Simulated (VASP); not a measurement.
# MoS2 in VASP: single point with PBE+D3(BJ)

Aim: the single point of MoS2 with PBE+D3(BJ).

Everything below comes from runs of VASP 6.6.1. Logs are shortened: lines on timing, memory, paths and dates and some standing lists are left out, and cuts for length are marked.

**1. The cell of the first run**

The cell holds a slab with vacuum, 6 atoms: a = 3.135 Å, b = 3.135 Å, c = 23.938 Å, α = 90.00°, β = 90.00°, γ = 120.00°.

**2. Single point, PBE+D3(BJ) (layers slid over each other)**

The input, INCAR:

```
SYSTEM = MoS2
PREC = Accurate
ENCUT = 520
EDIFF = 1E-6
ISMEAR = 0
SIGMA = 0.1
LREAL = .False.
LASPH = .True.
NELM = 80
ALGO = Normal
ISIF = 2
LWAVE = .False.
LCHARG = .False.
LDIPOL = .True.
IDIPOL = 3
DIPOL = 0.5 0.5 0.403
GGA = PE
IVDW = 12
NBANDS = 35
```

The input, KPOINTS:

```
regular mesh
0
Gamma
  12 12 1
  0 0 0
```

The input, POSCAR:

```
MoS2
1.0
    3.1346592680      0.0000000000      0.0000000000
   -1.5673296340      2.7146945583      0.0000000000
    0.0000000000      0.0000000000     23.9375765799
S Mo
4 2
Direct
    0.0000000000      0.0000000000      0.1879889547
    0.3333333333      0.6666666667      0.3224548761
    0.3333333333      0.8333333333      0.4828721175
    0.6666666667      1.5000000000      0.6173380388
    0.6666666667      0.3333333333      0.2552219154
    1.0000000000      1.1666666667      0.5501050781
```

Potentials or basis: VASP PAW PBE potentials, release 64 (S, Mo_sv).

Launch:

```bash
> cat potpaw_PBE.64/S/POTCAR potpaw_PBE.64/Mo_sv/POTCAR > POTCAR
> mpirun -np 1 vasp_std > vasp.out
```

OUTCAR:

```text
SYSTEM = MoS2
   PREC = Accurate
   ENCUT = 520
   EDIFF = 1E-6
   ISMEAR = 0
   LREAL = .False.
   LASPH = .True.
   NELM = 80
   ISIF = 2
   GGA = PE
   IVDW = 12
 IVDW          = 12

 ion  position               nearest neighbor table
   1  0.000  0.000  0.188-   5 2.42   5 2.42   5 2.42
   2  0.333  0.667  0.322-   5 2.42   5 2.42   5 2.42
   3  0.333  0.833  0.483-   6 2.42   6 2.42   6 2.42
   4  0.667  0.500  0.617-   6 2.42   6 2.42   6 2.42
   5  0.667  0.333  0.255-   2 2.42   1 2.42   2 2.42   1 2.42   1 2.42   2 2.42
   6  0.000  0.167  0.550-   3 2.42   3 2.42   3 2.42   4 2.42   4 2.42   4 2.42

  LATTYP: Found a hexagonal cell.
 ALAT       =     3.1346592680
 C/A-ratio  =     7.6364205910

  Lattice vectors:

 A1 = (   3.1346592680,   0.0000000000,   0.0000000000)
 A2 = (  -1.5673296340,   2.7146945583,   0.0000000000)
 A3 = (   0.0000000000,   0.0000000000,  23.9375765799)

Analysis of symmetry for initial positions (statically):
=====================================================================
 Subroutine PRICEL returns:
 Original cell was already a primitive cell.

 Routine SETGRP: Setting up the symmetry group for a
 hexagonal supercell.

 Subroutine GETGRP returns: Found  2 space group operations
 (whereof  1 operations were pure point group operations)
 out of a pool of 24 trial point group operations.

The static configuration has the point symmetry C_1 .
 The point group associated with its full space group is S_2 .

Analysis of symmetry for dynamics (positions and initial velocities):
=====================================================================
 Subroutine PRICEL returns:
 Original cell was already a primitive cell.

 Routine SETGRP: Setting up the symmetry group for a
 hexagonal supercell.

 Subroutine GETGRP returns: Found  2 space group operations
 (whereof  1 operations were pure point group operations)
 out of a pool of 24 trial point group operations.

The dynamic configuration has the point symmetry C_1 .
 The point group associated with its full space group is S_2 .

 Subroutine INISYM returns: Found  2 space group operations
 (whereof  1 operations are pure point group operations),
 and found     1 'primitive' translations

----------------------------------------------------------------------------------------

                                     Primitive cell

  volume of cell :     203.7002

  direct lattice vectors                    reciprocal lattice vectors
     3.134659268  0.000000000  0.000000000     0.319013939  0.184182783  0.000000000
    -1.567329634  2.714694558  0.000000000     0.000000000  0.368365567  0.000000000
     0.000000000  0.000000000 23.937576580     0.000000000  0.000000000  0.041775323

  length of vectors
     3.134659268  3.134659268 23.937576580     0.368365567  0.368365567  0.041775323

  position of ions in fractional coordinates (direct lattice)
     0.000000000  0.000000000  0.187988955
     0.333333333  0.666666667  0.322454876
     0.333333333  0.833333333  0.482872118
     0.666666667  0.500000000  0.617338039
     0.666666667  0.333333333  0.255221915
     1.000000000  0.166666667  0.550105078

  ion indices of the primitive-cell ions
   primitive index   ion index
                 1           1
                 2           2
                 3           3
                 4           4
                 5           5
                 6           6

----------------------------------------------------------------------------------------

 KPOINTS: regular mesh

Automatic generation of k-mesh.
 Grid dimensions read from file:
 generate k-points for:   12   12    1

 Generating k-lattice:

  Cartesian coordinates                     Fractional coordinates (reciprocal lattice)
     0.026584495  0.015348565  0.000000000     0.083333333  0.000000000  0.000000000
     0.000000000  0.030697131  0.000000000     0.000000000  0.083333333  0.000000000
     0.000000000  0.000000000  0.041775323     0.000000000  0.000000000  1.000000000

  Length of vectors
     0.030697131  0.030697131  0.041775323

  Shift w.r.t. Gamma in fractional coordinates (k-lattice)
     0.000000000  0.000000000  0.000000000

 Subroutine IBZKPT returns following result:
 ===========================================

 Found     74 irreducible k-points:

 Following reciprocal coordinates:
            Coordinates               Weight
  0.000000  0.000000  0.000000      1.000000
  0.083333 -0.000000  0.000000      2.000000
  0.000000  0.083333  0.000000      2.000000
 -0.083333  0.083333  0.000000      2.000000
  0.166667 -0.000000  0.000000      2.000000
  0.000000  0.166667  0.000000      2.000000
[... 16 lines left out ...]
  0.166667  0.083333  0.000000      2.000000
 -0.083333  0.250000  0.000000      2.000000
 [... further k-points ...]
   k-points           NKPTS =     74   k-points in BZ     NKDIM =     74   number of bands    NBANDS=     35
   number of dos      NEDOS =    301   number of ions     NIONS =      6
   total plane-waves  NPLWV = 103680
   dimension x,y,z NGX =    24 NGY =   24 NGZ =  180
   dimension x,y,z NGXF=    48 NGYF=   48 NGZF=  360
   ions per type =               4   2
   NGX,Y,Z   is equivalent  to a cutoff of  12.73, 12.73, 12.50 a.u.
   NGXF,Y,Z  is equivalent  to a cutoff of  25.46, 25.46, 25.00 a.u.
 SYSTEM =  MoS2
   PREC   = accura    normal or accurate (medium, high low for compatibility)
   ISTART =      0    job   : 0-new  1-cont  2-samecut
   ICHARG =      2    charge: 1-file 2-atom 10-const
   ISPIN  =      1    spin polarized calculation?
   LNONCOLLINEAR =      F non collinear calculations
   LSORBIT =      F    spin-orbit coupling
   LASPH  =      T    aspherical Exc in radial PAW
   ENCUT  =  520.0 eV  38.22 Ry    6.18 a.u.   5.83  5.83 44.51*2*pi/ulx,y,z
   NELM   =     80;   NELMIN=  2; NELMDL= -5     # of ELM steps
   EDIFF  = 0.1E-05   stopping-criterion for ELM
   LREAL  =      F    real-space projection
   EDIFFG = 0.1E-04   stopping-criterion for IOM
   NSW    =      0    number of steps for IOM
   IBRION =     -1    ionic relax: 0-MD 1-quasi-New 2-CG
   NFREE  =      0    steps in history (QN), initial steepest desc. (CG)
   ISIF   =      2    stress and relaxation
   ISYM   =      2    0-nonsym 1-usesym 2-fastsym
   POTIM  = 0.5000    time-step for ionic-motion
   TEBEG  =    0.0;   TEEND  =   0.0 temperature during run
   PSTRESS=    0.0 pullay stress
   NELECT =      52.0000    total number of electrons
   NUPDOWN=      -1.0000    fix difference up-down
   EMIN   =  10.00;   EMAX   =-10.00  energy-range for DOS
   EFERMI =   0.00;   METHOD = LEGACY
   ISMEAR =     0;   SIGMA  =   0.10  broadening in eV -4-tet -1-fermi 0-gaus
   EFERMI_NEDOS =   21; number of points for ismear=-14 and -15
   IALGO  =     38    algorithm
   IMIX   =      4    mixing-type and parameters
     AMIX     =   0.40;   BMIX     =  1.00
     AMIX_MAG =   1.60;   BMIX_MAG =  1.00
  volume/ion in A,a.u.               =      33.95       229.11
  Fermi-wavevector in a.u.,A,eV,Ry     =   1.038513  1.962506 14.674021  1.078510
  Thomas-Fermi vector in A             =   2.173001
   LORBIT       =      0    0 simple, 1 ext, 2 COOP (PROOUT), +10 PAW based schemes
   GGA     = PE    functional components
   LHFCALC =     F    Hartree Fock is set to
   AEXX    =    0.0000 exact exchange contribution
   IVDW    =    12    specifies the selected vdW correction
   LEPSILON=     F    determine dielectric tensor
   LRPA    =     F    only Hartree local field effects (RPA)
 non-spin polarized calculation
 Gauss-broadening in eV      SIGMA  =   0.10
  energy-cutoff  :      520.00
  volume of cell :      203.70
 maximum number of plane-waves:      5520
   NGX = 11   NGY = 11   NGZ = 89

 dipolmoment           0.000000      0.000000     -0.000002 electrons x Angstroem

 number of electron      52.0000005 magnetization

 dipolmoment           0.000000      0.000000      0.000000 electrons x Angstroem

 Free energy of the ion-electron system (eV)
  ---------------------------------------------------
  ext. energy  EPLUGINS =         0.00000000
  ---------------------------------------------------
  free energy    TOTEN  =       -41.99549533 eV

  energy without entropy =      -41.97759754  energy(sigma->0) =      -41.98654643

 E-fermi :   1.6503     XC(G=0):  -6.2115

 val. band max:        1.6423174666   @ k =   0.1667   0.1667   0.0000
 cond. band min:       1.6594367070   @ k =   0.2500   0.2500   0.0000
 fundamental gap:      0.0171192404
 Fermi energy:         1.6503356323

 k-point     1 :       0.0000    0.0000    0.0000
  band No.  band energies     occupation
      1     -60.1105      2.00000
      2     -60.1105      2.00000
      3     -34.1915      2.00000
      4     -34.1915      2.00000
      5     -34.0521      2.00000
      6     -34.0521      2.00000
[... 27 lines left out ...]
     34       4.9064      0.00000
     35       6.1634      0.00000

 k-point     2 :       0.0833   -0.0000    0.0000
  band No.  band energies     occupation
      1     -60.1075      2.00000
      2     -60.1075      2.00000
      3     -34.1858      2.00000
      4     -34.1858      2.00000
      5     -34.0812      2.00000
      6     -34.0812      2.00000
[... 27 lines left out ...]
     34       4.8461      0.00000
     35       6.3212      0.00000

 k-point     3 :       0.0000    0.0833    0.0000
  band No.  band energies     occupation
      1     -60.1075      2.00000
      2     -60.1075      2.00000
      3     -34.1858      2.00000
      4     -34.1858      2.00000
      5     -34.0811      2.00000
      6     -34.0811      2.00000
[... 27 lines left out ...]
     34       4.8508      0.00000
     35       6.3212      0.00000
[... 723 lines left out ...]
 k-point    23 :       0.1667    0.0833    0.0000
  band No.  band energies     occupation
      1     -60.0920      2.00000
      2     -60.0920      2.00000
      3     -34.2224      2.00000
      4     -34.2224      2.00000
      5     -34.1567      2.00000
      6     -34.1567      2.00000
[... 27 lines left out ...]
     34       4.6763      0.00000
     35       7.1736      0.00000

 k-point    24 :      -0.0833    0.2500    0.0000
  band No.  band energies     occupation
      1     -60.0920      2.00000
      2     -60.0920      2.00000
      3     -34.2224      2.00000
      4     -34.2224      2.00000
      5     -34.1567      2.00000
      6     -34.1567      2.00000
[... 27 lines left out ...]
     34       4.6685      0.00000
     35       7.1736      0.00000

 [... further k-points ...]

------------------------ aborting loop because EDIFF is reached ----------------------------------------

 vacuum level on the upper side and lower side of the slab       (xc-potential included)        -0.153        -0.153

 Edisp (eV)   -2.10450

 E8    (eV) :    -0.8819

  FORCE on cell =-STRESS in cart. coord.  units (eV):
  Direction    XX          YY          ZZ          XY          YZ          ZX
  --------------------------------------------------------------------------------------
  -------------------------------------------------------------------------------------
  Total      -0.19251    -0.19779    -0.73807    -0.00280     0.03002    -0.01474
  in kB      -1.51416    -1.55568    -5.80523    -0.02201     0.23614    -0.11591
  external pressure =       -2.96 kB  Pullay stress =        0.00 kB

 VOLUME and BASIS-vectors are now :
 -----------------------------------------------------------------------------
  energy-cutoff  :      520.00
  volume of cell :      203.70
      direct lattice vectors                 reciprocal lattice vectors
     3.134659268  0.000000000  0.000000000     0.319013939  0.184182783  0.000000000
    -1.567329634  2.714694558  0.000000000     0.000000000  0.368365567  0.000000000
     0.000000000  0.000000000 23.937576580     0.000000000  0.000000000  0.041775323

 POSITION                                       TOTAL-FORCE (eV/Angst)
 -----------------------------------------------------------------------------------
      0.00000      0.00000      4.50000        -0.000460      0.001234      0.025840
     -0.00000      1.80980      7.71879         0.001048     -0.002321      0.045450
     -0.26122      2.26225     11.55879        -0.001048      0.002321     -0.045450
      1.30611      1.35735     14.77758         0.000460     -0.001234     -0.025840
      1.56733      0.90490      6.10939         0.002224     -0.004813      0.032717
     -0.26122      0.45245     13.16818        -0.002224      0.004813     -0.032717
 -----------------------------------------------------------------------------------
    total drift:                                0.000000      0.000000      0.000019

  FREE ENERGIE OF THE ION-ELECTRON SYSTEM (eV)
  ---------------------------------------------------
  free  energy   TOTEN  =       -44.0999942545 eV

  energy  without entropy=      -44.0820964602  energy(sigma->0) =      -44.09104536

 vacuum level on the upper side and lower side of the slab         6.590         6.591
```

Run time: 7.6 min. Hardware: 1 thread of Intel Xeon Platinum 8488C (Sapphire Rapids), shared host; peak memory 0.59 GiB.

What came out:

- Free energy: -44.1000 eV
- Largest force: 0.046 eV/Å
- Band gap on the k mesh: zero (bands 26 and 27 overlap by 0.46 eV)
- Dispersion energy per atom: -0.351 eV

Forces in eV/Å, atoms in the order of the input:
```
S    0.000  0.001  0.026
S    0.001 -0.002  0.045
S   -0.001  0.002 -0.045
S    0.000 -0.001 -0.026
Mo   0.002 -0.005  0.033
Mo  -0.002  0.005 -0.033
```

Caveat: the cell differs from its parent crystal (layers slid over each other).
